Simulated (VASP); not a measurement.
# HPt6 in VASP: a series of runs, part 2 of 2

VASP 6.6.1.

### 3 Single point, PBE

INCAR reads:

```
PREC = Accurate
ENCUT = 520
EDIFF = 1E-6
ISMEAR = 0
SIGMA = 0.1
LREAL = F
LASPH = T
NELM = 80
ALGO = Normal
ISIF = 2
LWAVE = F
LCHARG = T
LDIPOL = T
IDIPOL = 3
DIPOL = 0.5 0.5 0.289
GGA = PE
LELF = T
LVHAR = T
LVACPOTAV = T
NBANDS = 74
```

KPOINTS reads:

```
Automatic mesh
0
Gamma
  5 5 1
```

POSCAR reads:

```
HPt6
1.0
    5.6143281343      0.0000000000      0.0000000000
    0.0000000000      5.6143281343      0.0000000000
    0.0000000000      0.0000000000     21.8513792319
Pt H
12 2
Direct
    0.2500000000      0.2500000000      0.1830548066
    0.2500000000      0.7500000000      0.1830548066
    0.7500000000      0.2500000000      0.1830548066
    0.7500000000      0.7500000000      0.1830548066
    0.0000000000      0.0000000000      0.2712126041
    0.0000000000      0.5000000000      0.2712126041
    0.5000000000      0.0000000000      0.2712126041
    0.5000000000      0.5000000000      0.2712126041
    0.2500000000      0.2500000000      0.3593081768
    0.2500000000      0.7500000000      0.3593081768
    0.7500000000      0.2500000000      0.3593081768
    0.7500000000      0.7500000000      0.3593081768
   -0.0667933885      0.0000000000      0.3945462271
    0.0667933885      0.0000000000      0.3945462271
```

Potentials or basis: VASP PAW PBE potentials, release 64 (Pt, H).

Run with:

```bash
$ cat potpaw_PBE.64/Pt/POTCAR potpaw_PBE.64/H/POTCAR > POTCAR
$ mpirun -np 1 vasp_std > vasp.out
```

OUTCAR:

```text
PREC = Accurate
   ENCUT = 520
   EDIFF = 1E-6
   ISMEAR = 0
   LREAL = F
   LASPH = T
   NELM = 80
   ISIF = 2
   GGA = PE

 ion  position               nearest neighbor table
   1  0.250  0.250  0.183-   5 2.77   6 2.77   7 2.77   8 2.77   2 2.81   3 2.81   2 2.81   3 2.81

   2  0.250  0.750  0.183-   5 2.77   6 2.77   7 2.77   8 2.77   1 2.81   4 2.81   1 2.81   4 2.81

   3  0.750  0.250  0.183-   5 2.77   6 2.77   7 2.77   8 2.77   1 2.81   4 2.81   4 2.81   1 2.81
[... 4 lines left out ...]
                             6 2.81   7 2.81   6 2.81   7 2.81
   6  0.000  0.500  0.271-   9 2.77  10 2.77  11 2.77  12 2.77   1 2.77   2 2.77   3 2.77   4 2.77
                             5 2.81   8 2.81   5 2.81   8 2.81
   7  0.500  0.000  0.271-   9 2.77  10 2.77  11 2.77  12 2.77   1 2.77   2 2.77   3 2.77   4 2.77
                             5 2.81   8 2.81   8 2.81   5 2.81
   8  0.500  0.500  0.271-   9 2.77  10 2.77  11 2.77  12 2.77   1 2.77   2 2.77   3 2.77   4 2.77
                             6 2.81   7 2.81   7 2.81   6 2.81
   9  0.250  0.250  0.359-  14 1.90   6 2.77   7 2.77   8 2.77   5 2.77  11 2.81  10 2.81  10 2.81
                            11 2.81
  10  0.250  0.750  0.359-  14 1.90   6 2.77   7 2.77   8 2.77   5 2.77  12 2.81   9 2.81   9 2.81
                            12 2.81
  11  0.750  0.250  0.359-  13 1.90   6 2.77   7 2.77   8 2.77   5 2.77  12 2.81   9 2.81  12 2.81
                             9 2.81
  12  0.750  0.750  0.359-  13 1.90   6 2.77   7 2.77   8 2.77   5 2.77  11 2.81  10 2.81  11 2.81
                            10 2.81
  13  0.933  0.000  0.395-  14 0.75  12 1.90  11 1.90
  14  0.067  0.000  0.395-  13 0.75  10 1.90   9 1.90

  LATTYP: Found a simple tetragonal cell.
 ALAT       =     5.6143281343
 C/A-ratio  =     3.8920737636

  Lattice vectors:

 A1 = (   5.6143281343,   0.0000000000,   0.0000000000)
 A2 = (   0.0000000000,   5.6143281343,   0.0000000000)
 A3 = (   0.0000000000,   0.0000000000,  21.8513792319)

Analysis of symmetry for initial positions (statically):
[... 177 lines left out ...]

 Free energy of the ion-electron system (eV)
  ---------------------------------------------------
  ext. energy  EPLUGINS =         0.00000000
  ---------------------------------------------------
  free energy    TOTEN  =       -71.92068042 eV

  energy without entropy =      -71.76419679  energy(sigma->0) =      -71.84243861

 E-fermi :  -1.0850     XC(G=0):  -4.5079

 val. band max:       -1.1010434618   @ k =   0.0000   0.0000   0.0000
 cond. band min:      -1.0802995039   @ k =   0.4000   0.4000   0.0000
 fundamental gap:      0.0207439579
 Fermi energy:        -1.0850474285

 k-point     1 :       0.0000    0.0000    0.0000
  band No.  band energies     occupation
      1     -12.0708      2.00000
      2      -9.6622      2.00000
      3      -7.6097      2.00000
      4      -7.5669      2.00000
      5      -7.4823      2.00000
      6      -7.3825      2.00000
[... 673 lines left out ...]
     72       2.8045      0.00000
     73       3.4781      0.00000
 [bands above 73 left out]

------------------------ aborting loop because EDIFF is reached ----------------------------------------

  FORCE on cell =-STRESS in cart. coord.  units (eV):
  Direction    XX          YY          ZZ          XY          YZ          ZX
  --------------------------------------------------------------------------------------
  -------------------------------------------------------------------------------------
  Total       -5.1542493     -9.0226863      3.9517684      0.0000000      0.0000000      0.0000000
  in kB      -11.9895136    -20.9880458      9.1923729      0.0000000      0.0000000      0.0000000
  external PRESSURE =      -7.9283955 kB  Pullay stress =       0.0000000 kB

 VOLUME and BASIS-vectors are now :
 -----------------------------------------------------------------------------
  energy-cutoff  :      520.00
  volume of cell :      688.77
      direct lattice vectors                 reciprocal lattice vectors
     5.614328134  0.000000000  0.000000000     0.178115703  0.000000000  0.000000000
     0.000000000  5.614328134  0.000000000     0.000000000  0.178115703  0.000000000
     0.000000000  0.000000000 21.851379232     0.000000000  0.000000000  0.045763702

 POSITION                                       TOTAL-FORCE (eV/Angst)
 -----------------------------------------------------------------------------------
      1.40358      1.40358      4.00000         0.005660      0.029794     -0.039905
      1.40358      4.21075      4.00000         0.005660     -0.029794     -0.039905
      4.21075      1.40358      4.00000        -0.005660      0.029794     -0.039905
      4.21075      4.21075      4.00000        -0.005660     -0.029794     -0.039905
      0.00000      0.00000      5.92637         0.000000      0.000000     -0.880730
      0.00000      2.80716      5.92637         0.000000      0.000000     -0.399480
      2.80716      0.00000      5.92637         0.000000      0.000000     -0.418048
      2.80716      2.80716      5.92637         0.000000      0.000000      0.309067
      1.40358      1.40358      7.85138         0.397347      0.463432      0.112219
      1.40358      4.21075      7.85138         0.397347     -0.463432      0.112219
      4.21075      1.40358      7.85138        -0.397347      0.463432      0.112219
      4.21075      4.21075      7.85138        -0.397347     -0.463432      0.112219
      5.23933      0.00000      8.62138        -5.218031      0.000000      0.549968
      0.37500      0.00000      8.62138         5.218031      0.000000      0.549968
 -----------------------------------------------------------------------------------
    total drift:                                0.000000      0.000000     -0.000182

  FREE ENERGIE OF THE ION-ELECTRON SYSTEM (eV)
  ---------------------------------------------------
  free  energy   TOTEN  =       -71.9206804219 eV

  energy  without entropy=      -71.7641967927  energy(sigma->0) =      -71.84243861

 vacuum level on the upper side and lower side of the slab         4.324         4.572
```

OSZICAR:

```text
N       E                     dE             d eps       ncg     rms          rms(c)
DAV:   1     0.854933588424E+03    0.85493E+03   -0.50323E+04  1332   0.135E+03
DAV:   2    -0.174413717802E+01   -0.85668E+03   -0.78947E+03  1672   0.265E+02
DAV:   3    -0.737469792595E+02   -0.72003E+02   -0.66416E+02  1600   0.732E+01
[... 22 lines left out ...]
DAV:  26    -0.719206727574E+02   -0.51941E-05   -0.26403E-07   882   0.168E-03    0.144E-03
DAV:  27    -0.719206755080E+02   -0.27507E-05   -0.14499E-07   852   0.991E-04    0.607E-04
DAV:  28    -0.719206775731E+02   -0.20650E-05   -0.99330E-08   844   0.759E-04    0.665E-04
DAV:  29    -0.719206794937E+02   -0.19206E-05   -0.74803E-08   846   0.556E-04    0.531E-04
DAV:  30    -0.719206804219E+02   -0.92824E-06   -0.46453E-08   826   0.442E-04
   1 F= -.71920680E+02 E0= -.71842439E+02  d E =-.156484E+00
```

stdout:

```text
POSCAR found type information on POSCAR PtH
 POSCAR found :  2 types and      14 ions
 scaLAPACK will be used
 LDA part: xc-table for (Slater+PW92), standard interpolation
 POSCAR, INCAR and KPOINTS ok, starting setup
 FFT: planning ... GRIDC
 FFT: planning ... GRID_SOFT
 FFT: planning ... GRID
 WAVECAR not read
 entering main loop
 -----------------------------------------------------------------------------
|                                                                             |
|           W    W    AA    RRRRR   N    N  II  N    N   GGGG   !!!           |
|           W    W   A  A   R    R  NN   N  II  NN   N  G    G  !!!           |
|           W    W  A    A  R    R  N N  N  II  N N  N  G       !!!           |
|           W WW W  AAAAAA  RRRRR   N  N N  II  N  N N  G  GGG   !            |
|           WW  WW  A    A  R   R   N   NN  II  N   NN  G    G                |
|           W    W  A    A  R    R  N    N  II  N    N   GGGG   !!!           |
|                                                                             |
|     Did not find any points to average over, which means that no vacuum     |
|     field-free region was found. Please increase the size of  your cell     |
|     in the dimension of the dipole correction to obtain accurate            |
|     workfunction values.                                                    |
|                                                                             |
 -----------------------------------------------------------------------------
```

Wall time 26 min (1 thread of Oxide Virtual Turin-like, shared host); peak memory 0.78 GiB.

Results:

| Item | Value |
| --- | --- |
| Free energy | -71.9207 eV |
| Largest force | 5.247 eV/Å |
| Band gap on the k mesh | zero (band 61 reaches -1.00 eV, above the bottom of band 62 at -1.17 eV) |

Forces in eV/Å, atoms in the order of the input:
```
Pt   0.006  0.030 -0.040
Pt   0.006 -0.030 -0.040
Pt  -0.006  0.030 -0.040
Pt  -0.006 -0.030 -0.040
Pt   0.000  0.000 -0.881
Pt   0.000  0.000 -0.399
Pt   0.000  0.000 -0.418
Pt   0.000  0.000  0.309
Pt   0.397  0.463  0.112
Pt   0.397 -0.463  0.112
Pt  -0.397  0.463  0.112
Pt  -0.397 -0.463  0.112
H   -5.218  0.000  0.550
H    5.218  0.000  0.550
```

Levels at points of the mesh, in eV from the Fermi level:
| k point | band 57 | band 58 | band 59 | band 60 | band 61 | band 62 | band 63 | band 64 |
| --- | --- | --- | --- | --- | --- | --- | --- | --- |
| (0.00, 0.00, 0.00) | -0.02 | 0.01 | 0.04 | 0.08 | 0.08 | 0.36 | 0.67 | 0.71 |

Caveat: spin-orbit coupling is left out, which moves the levels of the heavy elements.

### 4 Single point, PBE

INCAR reads:

```
SYSTEM = HPt6
PREC = Accurate
ENCUT = 520
EDIFF = 1E-6
ISMEAR = 0
SIGMA = 0.1
LREAL = .False.
LASPH = .True.
NELM = 80
ALGO = Normal
ISIF = 2
LWAVE = .False.
LCHARG = .False.
LDIPOL = .True.
IDIPOL = 3
DIPOL = 0.5 0.5 0.301
GGA = PE
NBANDS = 74
```

KPOINTS reads:

```
regular mesh
0
Gamma
  5 5 1
  0 0 0
```

POSCAR, as its differences from that of step 3:

```diff
@@ -20,3 +20,3 @@
     0.7500000000      0.7500000000      0.3593081768
-   -0.0667933885      0.0000000000      0.3945462271
-    0.0667933885      0.0000000000      0.3945462271
+   -0.1051773224      0.0000000000      0.4782938011
+    0.1051773224      0.0000000000      0.4782938011
```

Run with:

```bash
$ cat potpaw_PBE.64/Pt/POTCAR potpaw_PBE.64/H/POTCAR > POTCAR
$ mpirun -np 1 vasp_std > vasp.out
```

Wall time 31 min (1 thread of Oxide Virtual Turin-like, shared host); peak memory 0.78 GiB.

Results (log left out):

| Property | Result |
| --- | --- |
| Free energy | -71.2934 eV |
| Largest force | 4.258 eV/Å |
| Band gap on the k mesh | zero (band 61 reaches -1.00 eV, above the bottom of band 62 at -1.16 eV) |

Forces on the atoms (eV/Å):
```
Pt  -0.005  0.003  0.014
Pt  -0.005 -0.003  0.014
Pt   0.005  0.003  0.014
Pt   0.005 -0.003  0.014
Pt   0.000  0.000 -0.045
Pt   0.000  0.000  0.022
Pt   0.000  0.000 -0.003
Pt   0.000  0.000 -0.100
Pt  -0.007 -0.011  0.041
Pt  -0.007  0.011  0.041
Pt   0.007 -0.011  0.041
Pt   0.007  0.011  0.041
H    4.258  0.000 -0.047
H   -4.258  0.000 -0.047
```

Levels at points of the mesh, in eV from the Fermi level:
| k point | band 57 | band 58 | band 59 | band 60 | band 61 | band 62 | band 63 | band 64 | band 65 | band 66 |
| --- | --- | --- | --- | --- | --- | --- | --- | --- | --- | --- |
| (0.00, 0.00, 0.00) | 0.04 | 0.04 | 0.08 | 0.14 | 0.14 | 0.35 | 0.77 | 0.83 | 0.83 | 0.83 |

Caveat: spin-orbit coupling is left out, which moves the levels of the heavy elements.

### 5 Single point, PBE

INCAR reads:

```
SYSTEM = HPt6
PREC = Accurate
ENCUT = 520
EDIFF = 1E-6
ISMEAR = 0
SIGMA = 0.1
LREAL = .FALSE.
LASPH = .TRUE.
NELM = 100
ALGO = Normal
ISIF = 2
LWAVE = .FALSE.
LCHARG = .TRUE.
LDIPOL = .TRUE.
IDIPOL = 3
DIPOL = 0.5 0.5 0.307
GGA = PE
LELF = .TRUE.
LVHAR = .TRUE.
LVACPOTAV = .TRUE.
NBANDS = 74
```

KPOINTS reads:

```
Automatic mesh
0
G
  5 5 1
  0 0 0
```

POSCAR, as its differences from that of step 4:

```diff
@@ -20,3 +20,3 @@
     0.7500000000      0.7500000000      0.3593081768
-   -0.1051773224      0.0000000000      0.4782938011
-    0.1051773224      0.0000000000      0.4782938011
+   -0.1051773224      0.0000000000      0.5240575028
+    0.1051773224      0.0000000000      0.5240575028
```

Run with:

```bash
$ cat potpaw_PBE.64/Pt/POTCAR potpaw_PBE.64/H/POTCAR > POTCAR
$ mpirun -np 1 vasp_std > vasp.out
```

Run time: 31 min. Hardware: 1 thread of Oxide Virtual Turin-like, shared host; peak memory 0.78 GiB.

Results (log left out):

| Quantity | Value |
| --- | --- |
| Free energy | -71.2647 eV |
| Largest force | 4.641 eV/Å |
| Band gap on the k mesh | zero (band 61 reaches -1.05 eV, above the bottom of band 62 at -1.21 eV) |

Forces on the atoms (eV/Å):
```
Pt  -0.002  0.000  0.010
Pt  -0.002  0.000  0.010
Pt   0.002  0.000  0.010
Pt   0.002  0.000  0.010
Pt   0.000  0.000 -0.012
Pt   0.000  0.000 -0.004
Pt   0.000  0.000 -0.008
Pt   0.000  0.000 -0.017
Pt   0.001 -0.001  0.003
Pt   0.001  0.001  0.003
Pt  -0.001 -0.001  0.003
Pt  -0.001  0.001  0.003
H    4.641  0.000 -0.006
H   -4.641  0.000 -0.006
```

Levels at points of the mesh, in eV from the Fermi level:
| k point | band 58 | band 59 | band 60 | band 61 | band 62 | band 63 | band 64 | band 65 |
| --- | --- | --- | --- | --- | --- | --- | --- | --- |
| (0.00, 0.00, 0.00) | 0.04 | 0.08 | 0.14 | 0.14 | 0.34 | 0.79 | 0.79 | 0.83 |

Caveat: spin-orbit coupling is left out, which moves the levels of the heavy elements.
